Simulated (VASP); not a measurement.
A run of VASP 6.6.1:

Contents of INCAR:

```
ALGO = Normal
EDIFF = 1E-6
ENCUT = 500
GGA = PE
GGA_COMPAT = F
ISIF = 2
ISMEAR = 0
LASPH = T
LCHARG = T
LELF = T
LREAL = F
LVHAR = T
LWAVE = F
NBANDS = 17
NELM = 120
PREC = Accurate
SIGMA = 0.01
```

File KPOINTS:

```
k-points
0
Gamma
  8 8 8
```

Contents of POSCAR:

```
Na2S
1.0
    0.0000000000      3.2554286216      3.2554286216
    3.2554286216      0.0000000000      3.2554286216
    3.2554286216      3.2554286216      0.0000000000
Na S
2 1
Direct
    0.2500000000      0.2500000000      0.2500000000
    0.7500000000      0.7500000000      0.7500000000
    0.0000000000      0.0000000000      0.0000000000
```

Potentials or basis: VASP PAW PBE potentials, release 64 (Na_pv, S).

Command:

```bash
$ cat potpaw_PBE.64/Na_pv/POTCAR potpaw_PBE.64/S/POTCAR > POTCAR
$ mpirun -np 1 vasp_std > vasp.out
```

Hardware: 1 thread of Intel(R) Xeon(R) Platinum 8259CL CPU @ 2.50GHz (Skylake/Cascade Lake), with other jobs on the host.

**Question.** Estimate the wall time of this run.

**Answer.** It took 42 s on 1 thread of Intel(R) Xeon(R) Platinum 8259CL CPU @ 2.50GHz (Skylake/Cascade Lake), on a shared host, peak memory 0.2 GiB. Counts: scf iterations 14, k points 29.
